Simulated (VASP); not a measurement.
# Mo (Im-3m) in VASP: notebook

Mo is run at these levels: PBE, LDA; tasks: single point, relaxation of cell and atoms.

Program: VASP 6.6.1. These are calculated values, not measurements. Logs are shortened: lines on timing, memory, paths and dates and some standing lists are left out, and cuts for length are marked.

## 1. The cell of the first run

It takes space group Im-3m (No. 229, cubic). The conventional cell has a = 3.161 Å, b = 3.161 Å, c = 3.161 Å, α = 90.00°, β = 90.00°, γ = 90.00°. Mo (site symmetry m-3m) has 14 Mo at 2.74 to 3.16 Å within 3.6 Å.

## 2. Single point, PBE

File INCAR:

```
PREC = Accurate
ENCUT = 520
EDIFF = 1E-6
ISMEAR = 1
SIGMA = 0.1
LREAL = F
LASPH = T
NELM = 60
ALGO = Normal
ISIF = 2
LWAVE = F
LCHARG = F
GGA = PE
NBANDS = 13
```

File KPOINTS:

```
regular mesh
0
Gamma
  24 24 24
```

File POSCAR:

```
Mo
1.0
   -1.5803999852      1.5803999852      1.5803999852
    1.5803999852     -1.5803999852      1.5803999852
    1.5803999852      1.5803999852     -1.5803999852
Mo
1
Direct
    0.0000000000      0.0000000000      0.0000000000
```

Potentials or basis: VASP PAW PBE potentials, release 64 (Mo_sv).

On the command line:

```sh
cat potpaw_PBE.64/Mo_sv/POTCAR > POTCAR
mpirun -np 1 vasp_std > vasp.out
```

OUTCAR:

```text
PREC = Accurate
   ENCUT = 520
   EDIFF = 1E-6
   ISMEAR = 1
   LREAL = F
   LASPH = T
   NELM = 60
   ISIF = 2
   GGA = PE

 ion  position               nearest neighbor table
   1  0.000  0.000  0.000-

  LATTYP: Found a body centered cubic cell.
 ALAT       =     3.1607999704

  Lattice vectors:

 A1 = (  -1.5803999852,   1.5803999852,   1.5803999852)
 A2 = (   1.5803999852,  -1.5803999852,   1.5803999852)
 A3 = (   1.5803999852,   1.5803999852,  -1.5803999852)

Analysis of symmetry for initial positions (statically):
=====================================================================
 Subroutine PRICEL returns:
 Original cell was already a primitive cell.

 Routine SETGRP: Setting up the symmetry group for a
 body centered cubic supercell.

 Subroutine GETGRP returns: Found 48 space group operations
 (whereof 48 operations were pure point group operations)
 out of a pool of 48 trial point group operations.

The static configuration has the point symmetry O_h .

Analysis of symmetry for dynamics (positions and initial velocities):
=====================================================================
 Subroutine PRICEL returns:
 Original cell was already a primitive cell.

 Routine SETGRP: Setting up the symmetry group for a
 body centered cubic supercell.

 Subroutine GETGRP returns: Found 48 space group operations
 (whereof 48 operations were pure point group operations)
 out of a pool of 48 trial point group operations.

The dynamic configuration has the point symmetry O_h .

 Subroutine INISYM returns: Found 48 space group operations
 (whereof 48 operations are pure point group operations),
 and found     1 'primitive' translations

----------------------------------------------------------------------------------------

                                     Primitive cell

  volume of cell :      15.7892

  direct lattice vectors                    reciprocal lattice vectors
    -1.580399985  1.580399985  1.580399985     0.000000000  0.316375604  0.316375604
     1.580399985 -1.580399985  1.580399985     0.316375604  0.000000000  0.316375604
     1.580399985  1.580399985 -1.580399985     0.316375604  0.316375604  0.000000000

  length of vectors
     2.737333071  2.737333071  2.737333071     0.447422670  0.447422670  0.447422670

  position of ions in fractional coordinates (direct lattice)
     0.000000000  0.000000000  0.000000000

  ion indices of the primitive-cell ions
   primitive index   ion index
                 1           1

----------------------------------------------------------------------------------------

 KPOINTS: regular mesh

Automatic generation of k-mesh.
 Grid dimensions read from file:
 generate k-points for:   24   24   24

 Generating k-lattice:

  Cartesian coordinates                     Fractional coordinates (reciprocal lattice)
     0.000000000  0.013182317  0.013182317     0.041666667  0.000000000  0.000000000
     0.013182317  0.000000000  0.013182317     0.000000000  0.041666667  0.000000000
     0.013182317  0.013182317  0.000000000     0.000000000  0.000000000  0.041666667

  Length of vectors
     0.018642611  0.018642611  0.018642611

  Shift w.r.t. Gamma in fractional coordinates (k-lattice)
     0.000000000  0.000000000  0.000000000

 Subroutine IBZKPT returns following result:
 ===========================================

 Found    413 irreducible k-points:

 Following reciprocal coordinates:
            Coordinates               Weight
  0.000000  0.000000  0.000000      1.000000
  0.041667  0.000000  0.000000     12.000000
  0.083333  0.000000  0.000000     12.000000
  0.125000  0.000000  0.000000     12.000000
  0.166667  0.000000  0.000000     12.000000
  0.208333  0.000000  0.000000     12.000000
[... 16 lines left out ...]
  0.416667  0.041667  0.000000     48.000000
  0.458333  0.041667  0.000000     48.000000
 [... further k-points ...]
   k-points           NKPTS =    413   k-points in BZ     NKDIM =    413   number of bands    NBANDS=     13
   number of dos      NEDOS =    301   number of ions     NIONS =      1
   total plane-waves  NPLWV =   8000
   dimension x,y,z NGX =    20 NGY =   20 NGZ =   20
   dimension x,y,z NGXF=    40 NGYF=   40 NGZF=   40
   ions per type =               1
   NGX,Y,Z   is equivalent  to a cutoff of  12.15, 12.15, 12.15 a.u.
   NGXF,Y,Z  is equivalent  to a cutoff of  24.29, 24.29, 24.29 a.u.
 SYSTEM =  unknown system
   PREC   = accura    normal or accurate (medium, high low for compatibility)
   ISTART =      0    job   : 0-new  1-cont  2-samecut
   ICHARG =      2    charge: 1-file 2-atom 10-const
   ISPIN  =      1    spin polarized calculation?
   LNONCOLLINEAR =      F non collinear calculations
   LSORBIT =      F    spin-orbit coupling
   LASPH  =      T    aspherical Exc in radial PAW
   ENCUT  =  520.0 eV  38.22 Ry    6.18 a.u.   5.09  5.09  5.09*2*pi/ulx,y,z
   NELM   =     60;   NELMIN=  2; NELMDL= -5     # of ELM steps
   EDIFF  = 0.1E-05   stopping-criterion for ELM
   LREAL  =      F    real-space projection
   EDIFFG = 0.1E-04   stopping-criterion for IOM
   NSW    =      0    number of steps for IOM
   IBRION =     -1    ionic relax: 0-MD 1-quasi-New 2-CG
   NFREE  =      0    steps in history (QN), initial steepest desc. (CG)
   ISIF   =      2    stress and relaxation
   ISYM   =      2    0-nonsym 1-usesym 2-fastsym
   POTIM  = 0.5000    time-step for ionic-motion
   TEBEG  =    0.0;   TEEND  =   0.0 temperature during run
   PSTRESS=    0.0 pullay stress
   NELECT =      14.0000    total number of electrons
   NUPDOWN=      -1.0000    fix difference up-down
   EMIN   =  10.00;   EMAX   =-10.00  energy-range for DOS
   EFERMI =   0.00;   METHOD = LEGACY
   ISMEAR =     1;   SIGMA  =   0.10  broadening in eV -4-tet -1-fermi 0-gaus
   EFERMI_NEDOS =   21; number of points for ismear=-14 and -15
   IALGO  =     38    algorithm
   IMIX   =      4    mixing-type and parameters
     AMIX     =   0.40;   BMIX     =  1.00
     AMIX_MAG =   1.60;   BMIX_MAG =  1.00
  volume/ion in A,a.u.               =      15.79       106.55
  Fermi-wavevector in a.u.,A,eV,Ry     =   1.572765  2.972095 33.655231  2.473590
  Thomas-Fermi vector in A             =   2.674150
   LORBIT       =      0    0 simple, 1 ext, 2 COOP (PROOUT), +10 PAW based schemes
   GGA     = PE    functional components
   LHFCALC =     F    Hartree Fock is set to
   AEXX    =    0.0000 exact exchange contribution
   IVDW    =     0    specifies the selected vdW correction
   LEPSILON=     F    determine dielectric tensor
   LRPA    =     F    only Hartree local field effects (RPA)
 non-spin polarized calculation
 Methfessel and Paxton  Order N= 1 SIGMA  =   0.10
  energy-cutoff  :      520.00
  volume of cell :       15.79
 maximum number of plane-waves:       438
   NGX = 11   NGY = 11   NGZ = 11

 number of electron      14.0000004 magnetization

 Free energy of the ion-electron system (eV)
  ---------------------------------------------------
  ext. energy  EPLUGINS =         0.00000000
  ---------------------------------------------------
  free energy    TOTEN  =       -10.93472666 eV

  energy without entropy =      -10.93434266  energy(sigma->0) =      -10.93459866

 E-fermi :  12.4851     XC(G=0): -13.3344

 val. band max:       12.4839876516   @ k =  -0.2083   0.2500   0.0833
 cond. band min:      12.4894165843   @ k =   0.1250   0.0833   0.0000
 fundamental gap:      0.0054289326
 Fermi energy:        12.4851427351

 k-point     1 :       0.0000    0.0000    0.0000
  band No.  band energies     occupation
      1     -48.8497      2.00000
      2     -22.1386      2.00000
      3     -22.1386      2.00000
      4     -22.1386      2.00000
      5       5.2301      2.00000
      6      11.0860      2.00000
      7      11.0860      2.00000
      8      11.0860      2.00000
      9      14.0751     -0.00000
     10      14.0751     -0.00000
     11      27.2496      0.00000
     12      27.2496      0.00000
     13      27.2496      0.00000

 k-point     2 :       0.0417    0.0000    0.0000
  band No.  band energies     occupation
      1     -48.8454      2.00000
      2     -22.1633      2.00000
      3     -22.1462      2.00000
      4     -22.1387      2.00000
      5       5.3068      2.00000
      6      11.0427      2.00000
      7      11.0797      2.00000
      8      11.1573      2.00000
      9      14.0091     -0.00000
     10      14.0761     -0.00000
     11      27.3081      0.00000
     12      27.3784      0.00000
     13      27.4021      0.00000

 k-point     3 :       0.0833    0.0000    0.0000
  band No.  band energies     occupation
      1     -48.8330      2.00000
      2     -22.2355      2.00000
      3     -22.1686      2.00000
      4     -22.1393      2.00000
      5       5.5310      2.00000
      6      10.9183      2.00000
      7      11.0545      2.00000
      8      11.3696      2.00000
      9      13.8416     -0.00000
     10      14.0807     -0.00000
     11      27.4644      0.00000
     12      27.7583      0.00000
     13      27.8152      0.00000
[... 305 lines left out ...]
 k-point    23 :       0.4167    0.0417    0.0000
  band No.  band energies     occupation
      1     -48.6041      2.00000
      2     -23.4401      2.00000
      3     -22.5619      2.00000
      4     -22.1588      2.00000
      5       7.2838      2.00000
      6       9.1550      2.00000
      7      13.2082     -0.00000
      8      14.1323     -0.00000
      9      14.8135      0.00000
     10      16.8677      0.00000
     11      24.3626      0.00000
     12      24.7289      0.00000
     13      30.1048      0.00000

 k-point    24 :       0.4583    0.0417    0.0000
  band No.  band energies     occupation
      1     -48.5954      2.00000
      2     -23.4823      2.00000
      3     -22.5765      2.00000
      4     -22.1592      2.00000
      5       7.2279      2.00000
      6       9.1004      2.00000
      7      13.6097     -0.00000
      8      14.0930     -0.00000
      9      14.9270      0.00000
     10      17.2035      0.00000
     11      23.9288      0.00000
     12      24.5025      0.00000
     13      29.6113      0.00000

 [... further k-points ...]

------------------------ aborting loop because EDIFF is reached ----------------------------------------

  FORCE on cell =-STRESS in cart. coord.  units (eV):
  Direction    XX          YY          ZZ          XY          YZ          ZX
  --------------------------------------------------------------------------------------
  -------------------------------------------------------------------------------------
  Total        0.0486303      0.0486303      0.0486303     -0.0000000     -0.0000000      0.0000000
  in kB        4.9346521      4.9346521      4.9346521     -0.0000000     -0.0000000      0.0000000
  external PRESSURE =       4.9346521 kB  Pullay stress =       0.0000000 kB

 VOLUME and BASIS-vectors are now :
 -----------------------------------------------------------------------------
  energy-cutoff  :      520.00
  volume of cell :       15.79
      direct lattice vectors                 reciprocal lattice vectors
    -1.580399985  1.580399985  1.580399985     0.000000000  0.316375604  0.316375604
     1.580399985 -1.580399985  1.580399985     0.316375604  0.000000000  0.316375604
     1.580399985  1.580399985 -1.580399985     0.316375604  0.316375604  0.000000000

 POSITION                                       TOTAL-FORCE (eV/Angst)
 -----------------------------------------------------------------------------------
      0.00000      0.00000      0.00000         0.000000     -0.000000      0.000000
 -----------------------------------------------------------------------------------
    total drift:                                0.000000     -0.000000      0.000000

  FREE ENERGIE OF THE ION-ELECTRON SYSTEM (eV)
  ---------------------------------------------------
  free  energy   TOTEN  =       -10.9347266625 eV

  energy  without entropy=      -10.9343426625  energy(sigma->0) =      -10.93459866
```

Run time: 45 s. Hardware: 1 thread of Intel Xeon Platinum 8259CL at 2.50GHz (Skylake/Cascade Lake), shared host; peak memory 0.19 GiB.

What came out:

| Property | Result |
| --- | --- |
| Free energy | -10.9347 eV |
| Pressure | 0.5 GPa |
| Band gap on the k mesh | zero (bands 7 and 8 overlap by 5.27 eV) |

Levels at points of the mesh, in eV from the Fermi level:
| k point | band 4 | band 5 | band 6 | band 7 | band 8 | band 9 | band 10 | band 11 |
| --- | --- | --- | --- | --- | --- | --- | --- | --- |
| (0.00, 0.00, 0.00) | -34.62 | -7.26 | -1.40 | -1.40 | -1.40 | 1.59 | 1.59 | 14.76 |
| (0.50, 0.00, 0.00) | -34.63 | -5.32 | -3.41 | 1.54 | 1.61 | 2.23 | 4.62 | 11.44 |
| (0.50, 0.50, 0.50) | -35.56 | -5.42 | -5.42 | 3.87 | 3.87 | 3.87 | 8.93 | 8.93 |

(Continued in part 2 of 2.)
